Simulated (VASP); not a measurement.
Input of a VASP 6.6.1 run:

Contents of INCAR:

```
SYSTEM = Ge
PREC     = Accurate       ! precision mode
ENCUT    = 520            ! plane-wave cutoff, eV
EDIFF    = 1E-6           ! SCF threshold, eV
ISMEAR   = 0              ! smearing method
SIGMA    = 0.1            ! smearing width, eV
LREAL    = .False.        ! projectors in reciprocal space
LASPH    = .True.         ! aspherical terms in the spheres
NELM     = 60             ! most SCF steps
ALGO     = Normal         ! electronic algorithm
ISIF     = 2              ! what is computed and relaxed
LWAVE    = .False.        ! write WAVECAR
LCHARG   = .False.        ! write CHGCAR
GGA      = PE             ! functional
NBANDS   = 36             ! bands
```

KPOINTS

```
Automatic mesh
0
Gamma
  15 15 8
  0 0 0
```

File POSCAR:

```
Ge
1.0
    4.1190290588      0.0000000000      0.0000000000
   -2.0595145294      3.5671838038      0.0000000000
    0.0000000000      0.0000000000      6.7929161140
Ge
4
Direct
    0.6666666667      0.3333333333      0.0626436466
    0.3333333333      0.6666666667      0.5626436466
    0.6666666667      0.3333333333      0.4373563534
    0.3333333333      0.6666666667      0.9373563534
```

Potentials or basis: VASP PAW PBE potentials, release 64 (Ge_d).

The run is started by

```bash
$ cat potpaw_PBE.64/Ge_d/POTCAR > POTCAR
$ mpirun -np 1 vasp_std > vasp.out
```

Q: Predict the band gap on the k mesh.

A: Zero (band 28 reaches 4.14 eV, above the bottom of band 29 at 4.02 eV).

Q: What does it give for the pressure?

A: -2.5 GPa.
